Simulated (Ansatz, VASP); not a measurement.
**V in VASP and in Ansatz**

The input INCAR:

```
  PREC = Accurate
  ENCUT = 600
  EDIFF = 1E-7
  ISMEAR = 0
  SIGMA = 0.1
  LREAL = False
  LASPH = True
  NELM = 60
  ALGO = Fast
  ISIF = 3
  LWAVE = False
  LCHARG = False
  GGA = PS
  IBRION = 2
  NSW = 80
  EDIFFG = -0.01
```

KPOINTS

```
regular mesh
0
Gamma
  18 18 10
```

POSCAR

```
V
1.0
    2.5675589512      0.0000000000      0.0000000000
   -1.2837794756      2.2235712775      0.0000000000
    0.0000000000      0.0000000000      4.6627352333
V
2
Direct
    0.3333333333      0.6666666667      0.2500000000
    0.6666666667      0.3333333333      0.7500000000
```

Input for Ansatz:

```yaml
crystal:
  lattice:
    - [2.5675589512, 0.0, 0.0]
    - [-1.2837794756, 2.2235712775, 0.0]
    - [0.0, 0.0, 4.6627352333]
  atoms:
    - { symbol: V, position: [0.3333333333, 0.6666666667, 0.25] }
    - { symbol: V, position: [0.6666666667, 0.3333333333, 0.75] }
basis:
  ecutwfc: 420
kpoints:
  mp_grid: { grid: [18, 18, 10] }
hamiltonian:
  xc: pbesol
scf:
  occupations: { method: gaussian, width: 0.1 }
output:
  forces: true
  stress: true
  eigenvalues: true
relax:
  adjacent_minimum: "off"
  f_tol: 0.01
  max_steps: 60
  cell: { stress_tol: 0.1 }
```

Alike in both runs: task relaxation of cell and atoms; functional PBEsol; k mesh 18 × 18 × 10; occupations gaussian, width 0.1 eV; no spin polarisation.

|  | VASP | Ansatz |
| --- | --- | --- |
| version | VASP 6.6.1 | Ansatz 0.2.0 |
| potentials or method | VASP PAW PBE potentials, release 64 (V_sv), cutoff 600 eV | scalar-relativistic, plane waves, PAW |
| valence electrons in the cell | 26 | 26 |

Ansatz gave:

* gap on the k mesh at the Fermi level, each at its own relaxed structure (eV): none
* relaxed volume (Å³/atom): 13.31
* relaxed length of the cell vector where the two differ most in proportion (Å): 4.642

Which values does VASP return?

gap on the k mesh at the Fermi level, each at its own relaxed structure (eV): none; relaxed volume (Å³/atom): 13.32; relaxed length of the cell vector where the two differ most in proportion (Å): 4.644.

VASP's potentials were made for PBE, not for PBEsol. A gap of «none» marks a metal or a gap that the smearing closes.
